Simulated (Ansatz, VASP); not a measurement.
One calculation of Sn, two programs

```
Sn
1.0
    -1.67921    1.72688    2.27425
     1.67921   -1.72688    2.27425
     1.67921    1.72688   -2.27425
Sn
1
Direct
  0.00000 0.00000 0.00000
```

Alike in both runs: task single point; functional LDA; k mesh 12 × 12 × 12; occupations fermi-dirac, width 0.1 eV; no spin polarisation.

|  | VASP | Ansatz |
| --- | --- | --- |
| version | VASP 6.6.1 | Ansatz 0.2.0 |
| potentials or method | VASP PAW LDA potentials, release 64 (Sn_d), cutoff 520 eV | plane waves, PAW |
| valence electrons in the cell | 14 | 14 |

|  | VASP | Ansatz | Ansatz less VASP |
| --- | --- | --- | --- |
| pressure (GPa) | -1.2 | -1.2 | 0.00 |
| traceless stress, the component that is largest in VASP (GPa) | 0.49 | 0.49 | -0.002 |

LDA's correlation is that of Perdew and Zunger in VASP and of Perdew and Wang (1992) in Ansatz.
